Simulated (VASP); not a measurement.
# BN (F-43m) in VASP: vibrations by perturbation theory with LDA

Aim: the vibrations by perturbation theory of BN with LDA.

All numbers are computed with VASP 6.6.1; they aren't measurements. Logs are shortened: lines on timing, memory, paths and dates and some standing lists are left out, and cuts for length are marked.

### Step 1. The cell of the first run

Symmetry: F-43m, No. 216, cubic system. Conventional cell: a = 3.399 Å, b = 3.399 Å, c = 3.399 Å, α = 90.00°, β = 90.00°, γ = 90.00°. B (site symmetry -43m) has 4 N at 1.47 Å within 2.0 Å. N (site symmetry -43m) has 4 B at 1.47 Å within 2.0 Å.

### Step 2. Vibrations by perturbation theory, LDA

INCAR reads:

```
ALGO = Normal
EDIFF = 1E-8
ENCUT = 600
GGA = CA
GGA_COMPAT = False
IBRION = 8
ISIF = 2
ISMEAR = 0
LASPH = True
LCHARG = False
LEPSILON = True
LREAL = False
LWAVE = False
NBANDS = 11
NELM = 120
NSW = 1
PREC = Accurate
SIGMA = 0.01
```

KPOINTS reads:

```
k-points
0
Gamma
  8 8 8
```

POSCAR reads:

```
BN
1.0
    0.0000000000      1.6994276261      1.6994276261
    1.6994276261      0.0000000000      1.6994276261
    1.6994276261      1.6994276261      0.0000000000
B N
1 1
Direct
    0.0000000000      0.0000000000      0.0000000000
    0.2500000000      0.2500000000      0.2500000000
```

Potentials or basis: VASP PAW LDA potentials, release 64 (B, N).

On the command line:

```console
> cat potpaw_LDA.64/B/POTCAR potpaw_LDA.64/N/POTCAR > POTCAR
> mpirun -np 1 vasp_std > vasp.out
```

OUTCAR:

```text
EDIFF = 1E-8
   ENCUT = 600
   GGA = CA
   IBRION = 8
   ISIF = 2
   ISMEAR = 0
   LASPH = True
   LEPSILON = True
   LREAL = False
   NELM = 120
   NSW = 1
   PREC = Accurate

 ion  position               nearest neighbor table
   1  0.000  0.000  0.000-   2 1.47   2 1.47   2 1.47   2 1.47
   2  0.250  0.250  0.250-   1 1.47   1 1.47   1 1.47   1 1.47

  LATTYP: Found a face centered cubic cell.
 ALAT       =     3.3988552522

  Lattice vectors:

 A1 = (   0.0000000000,   1.6994276261,   1.6994276261)
 A2 = (   1.6994276261,   0.0000000000,   1.6994276261)
 A3 = (   1.6994276261,   1.6994276261,   0.0000000000)

Analysis of symmetry for initial positions (statically):
=====================================================================
 Subroutine PRICEL returns:
 Original cell was already a primitive cell.

 Routine SETGRP: Setting up the symmetry group for a
 face centered cubic supercell.

 Subroutine GETGRP returns: Found 24 space group operations
 (whereof 24 operations were pure point group operations)
 out of a pool of 48 trial point group operations.

The static configuration has the point symmetry T_d .

Analysis of symmetry for dynamics (positions and initial velocities):
=====================================================================
 Subroutine PRICEL returns:
 Original cell was already a primitive cell.

 Routine SETGRP: Setting up the symmetry group for a
 face centered cubic supercell.

 Subroutine GETGRP returns: Found 24 space group operations
 (whereof 24 operations were pure point group operations)
 out of a pool of 48 trial point group operations.

The dynamic configuration has the point symmetry T_d .

 Subroutine INISYM returns: Found 24 space group operations
 (whereof 24 operations are pure point group operations),
 and found     1 'primitive' translations

----------------------------------------------------------------------------------------

                                     Primitive cell

  volume of cell :       9.8161

  direct lattice vectors                    reciprocal lattice vectors
     0.000000000  1.699427626  1.699427626    -0.294216707  0.294216707  0.294216707
     1.699427626  0.000000000  1.699427626     0.294216707 -0.294216707  0.294216707
     1.699427626  1.699427626  0.000000000     0.294216707  0.294216707 -0.294216707

  length of vectors
     2.403353597  2.403353597  2.403353597     0.509598285  0.509598285  0.509598285

  position of ions in fractional coordinates (direct lattice)
     0.000000000  0.000000000  0.000000000
     0.250000000  0.250000000  0.250000000

  ion indices of the primitive-cell ions
   primitive index   ion index
                 1           1
                 2           2

----------------------------------------------------------------------------------------

 KPOINTS: k-points

Automatic generation of k-mesh.
 Grid dimensions read from file:
 generate k-points for:    8    8    8

 Generating k-lattice:

  Cartesian coordinates                     Fractional coordinates (reciprocal lattice)
    -0.036777088  0.036777088  0.036777088     0.125000000  0.000000000  0.000000000
     0.036777088 -0.036777088  0.036777088     0.000000000  0.125000000  0.000000000
[... 484 lines left out ...]
  ---------------------------------------------------
  free energy    TOTEN  =        -0.09903794 eV

  energy without entropy =       -0.09903794

------------------------ aborting loop because EDIFF is reached ----------------------------------------

--------------------------------------- Ionic step        2  -------------------------------------------

------------------------ aborting loop because EDIFF is reached ----------------------------------------

--------------------------------------- Ionic step        3  -------------------------------------------

------------------------ aborting loop because EDIFF is reached ----------------------------------------

 PIEZOELECTRIC TENSOR FIELD DIRECTION 3  (e Angst)
 -----------------------------------------------------------------------------
    -0.00025 -0.63028  0.00000           ( -0.00000 -0.00718  0.00000)
    -0.63028 -0.00025  0.00000           ( -0.00718 -0.00000  0.00000)
     0.00000  0.00000  0.00015           (  0.00000  0.00000 -0.00000)

 PIEZOELECTRIC TENSOR FIELD DIRECTION 3  (C/m^2)
 -----------------------------------------------------------------------------
    -0.00040 -1.02875  0.00000
    -1.02875 -0.00040  0.00000
     0.00000  0.00000  0.00025

--------------------------------------- Ionic step        4  -------------------------------------------

------------------------ aborting loop because EDIFF is reached ----------------------------------------

[... ionic steps 5 to 6 ...]

--------------------------------------- Ionic step        7  -------------------------------------------

 Free energy of the ion-electron system (eV)
  ---------------------------------------------------
  ---------------------------------------------------
  free energy    TOTEN  =        -0.23037048 eV

  energy without entropy =       -0.23037048

------------------------ aborting loop because EDIFF is reached ----------------------------------------

 INTERNAL STRAIN TENSOR  FOR ION    2  DIRECTION 1   (eV/Angst):
 -----------------------------------------------------------------------------
    -0.04508  0.00000  0.00000
     0.00000  0.02487-12.10204
     0.00000-12.10204  0.02487

 MACROSCOPIC STATIC DIELECTRIC TENSOR (including local field effects in DFT)
 ------------------------------------------------------
           4.469561     0.000000     0.000000
           0.000000     4.469561     0.000000
          -0.000000    -0.000000     4.469561
 ------------------------------------------------------

 PIEZOELECTRIC TENSOR (including local field effects)  for field in x, y, z        (e  Angst)
          XX          YY          ZZ          XY          YZ          ZX
  --------------------------------------------------------------------------------
  x     0.00000     0.00000     0.00000     0.00000    -0.63173     0.00000
  y     0.00000    -0.00000     0.00000     0.00000     0.00000    -0.63173
  z     0.00000     0.00000     0.00000    -0.63173     0.00000     0.00000

 PIEZOELECTRIC TENSOR (including local field effects)  for field in x, y, z        (C/m^2)
          XX          YY          ZZ          XY          YZ          ZX
  --------------------------------------------------------------------------------
  x     0.00000     0.00000     0.00000     0.00000    -1.03111     0.00000
  y     0.00000    -0.00000     0.00000     0.00000     0.00000    -1.03111
  z     0.00000     0.00000     0.00000    -1.03111     0.00000     0.00000

 BORN EFFECTIVE CHARGES (including local field effects) (in |e|, cummulative output)
 ---------------------------------------------------------------------------------
 ion    1
    1     1.79850    -0.00000     0.00000
    2     0.00000     1.79850    -0.00000
    3     0.00000    -0.00000     1.79850
 ion    2
    1    -1.79850     0.00000    -0.00000
    2     0.00000    -1.79850     0.00000
    3    -0.00000     0.00000    -1.79850

 INTERNAL STRAIN TENSOR FOR ION    2 for displacements in x,y,z  (eV/Angst):
          X           Y           Z          XY          YZ          ZX
  --------------------------------------------------------------------------------
  x     0.00000     0.00000     0.00000     0.00000   -12.10204     0.00000
  y     0.00000    -0.00000     0.00000     0.00000     0.00000   -12.10204
  z     0.00000     0.00000     0.00000   -12.10204     0.00000     0.00000

 SECOND DERIVATIVES (NOT SYMMETRIZED)
 ------------------------------------
               1X          1Y          1Z          2X          2Y          2Z
  1X   -37.184511    0.000000    0.000000   37.184511    0.000000    0.000000
  1Y     0.000000  -37.184511    0.000000    0.000000   37.184511    0.000000
  1Z     0.000000    0.000000  -37.184511    0.000000    0.000000   37.184511
  2X    37.192050    0.000000    0.000000  -37.192050    0.000000    0.000000
  2Y     0.000000   37.192050    0.000000    0.000000  -37.192050    0.000000
  2Z     0.000000    0.000000   37.192050    0.000000    0.000000  -37.192050

 Eigenvectors and eigenvalues of the dynamical matrix
 ----------------------------------------------------

   1 f  =   38.598406 THz   242.520938 2PiTHz 1287.504241 cm-1   159.630109 meV
             X         Y         Z           dx          dy          dz
      0.000000  0.000000  0.000000     0.000000    0.751155    0.000000
      0.849714  0.849714  0.849714     0.000000   -0.660126    0.000000
[... 21 lines left out ...]
   6 f/i=    0.001940 THz     0.012189 2PiTHz    0.064709 cm-1     0.008023 meV
             X         Y         Z           dx          dy          dz
      0.000000  0.000000  0.000000     0.000000    0.000000   -0.660126
      0.849714  0.849714  0.849714     0.000000    0.000000   -0.751155

--------------------------------------------------------------------------------------------------------

 MACROSCOPIC STATIC DIELECTRIC TENSOR IONIC CONTRIBUTION
 ------------------------------------------------------
           1.603396    -0.000000     0.000000
          -0.000000     1.603396    -0.000000
           0.000000    -0.000000     1.603396
 ------------------------------------------------------

 ELASTIC MODULI CONTR FROM IONIC RELAXATION (kBar)
 Direction    XX          YY          ZZ          XY          YZ          ZX
 --------------------------------------------------------------------------------
 XX          -0.0000     -0.0000     -0.0000      0.0000      0.0000      0.0000
 YY          -0.0000     -0.0000     -0.0000      0.0000      0.0000     -0.0000
 ZZ          -0.0000     -0.0000     -0.0000      0.0000      0.0000      0.0000
 XY           0.0000      0.0000      0.0000   -630.7669      0.0000      0.0000
 YZ           0.0000      0.0000      0.0000      0.0000   -630.7669      0.0000
 ZX           0.0000     -0.0000      0.0000      0.0000      0.0000   -630.7669
 --------------------------------------------------------------------------------

 PIEZOELECTRIC TENSOR IONIC CONTR  for field in x, y, z        (C/m^2)
          XX          YY          ZZ          XY          YZ          ZX
  --------------------------------------------------------------------------------
  x    -0.00000    -0.00000    -0.00000     0.00000     0.94630    -0.00000
  y    -0.00000     0.00000    -0.00000    -0.00000     0.00000     0.94630
  z    -0.00000    -0.00000    -0.00000     0.94630     0.00000    -0.00000
```

Run time: 30 s. Hardware: 1 thread of Intel Xeon 6975P-C (Granite Rapids), shared host; peak memory 0.14 GiB.

What came out:

* Electronic dielectric tensor (diagonal): 4.47
* Born charges (mean of the diagonal): B +1.80; N -1.80 e
* Highest phonon frequency at Γ, LO-TO splitting left out: 1288 cm⁻¹

Phonon frequencies in cm⁻¹ (negative: imaginary):
```
              q point           frequencies
(0.000, 0.000, 0.000)  0 0 0 1288 1288 1288
```

Electronic dielectric tensor:
```
4.47 0.00 0.00
0.00 4.47 0.00
0.00 0.00 4.47
```

Born effective charge tensors (e):
atom 1, B
```
1.80 0.00 0.00
0.00 1.80 0.00
0.00 0.00 1.80
```
atom 2, N
```
-1.80  0.00  0.00
 0.00 -1.80  0.00
 0.00  0.00 -1.80
```

Caveat: the k points lie up to 0.40 Å⁻¹ apart; the cell stands under pressure or tension, which shifts response properties.
